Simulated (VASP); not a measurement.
GaN (kk07), 2 atoms in the cell. The structure is cubic, space group F-43m (No. 216). The conventional cell has a = 4.455 Å, b = 4.455 Å, c = 4.455 Å, α = 90.00°, β = 90.00°, γ = 90.00°. Within 2.6 Å of Ga (site symmetry -43m) lie 4 N at 1.93 Å. N (site symmetry -43m) has 4 Ga at 1.93 Å within 2.6 Å. 

| Quantity | Value |
| --- | --- |
| Program | VASP 6.6.1 |
| Task | single point |
| Functional | LDA |
| Potentials or basis | VASP PAW LDA potentials, release 64 (Ga_d, N_h) |
| Cutoff | 910 eV |
| k mesh | 14 × 14 × 14 |
| Occupations | gaussian, width 0.02 eV |
| Spin | no spin polarisation |
| Dipole correction | no |
| Second run | hard_potentials |
| Further INCAR settings | ALGO = Normal; EDIFF = 1e-06; NBANDS = 16 |

Potentials or basis: VASP PAW LDA potentials, release 64 (Ga_d, N_h).

Launch:

```console
$ cat potpaw_LDA.64/Ga_d/POTCAR potpaw_LDA.64/N_h/POTCAR > POTCAR
$ mpirun -np 1 vasp_std > vasp.out
```

Hardware: 1 thread of Intel(R) Xeon(R) Platinum 8375C CPU @ 2.90GHz (Ice Lake) (shared host).

Task: Estimate the wall time of this run.

Result: Wall time 78 s on 1 thread of Intel(R) Xeon(R) Platinum 8375C CPU @ 2.90GHz (Ice Lake), on a shared host, peak memory 0.21 GiB. Counts: scf iterations 12, k points 104.
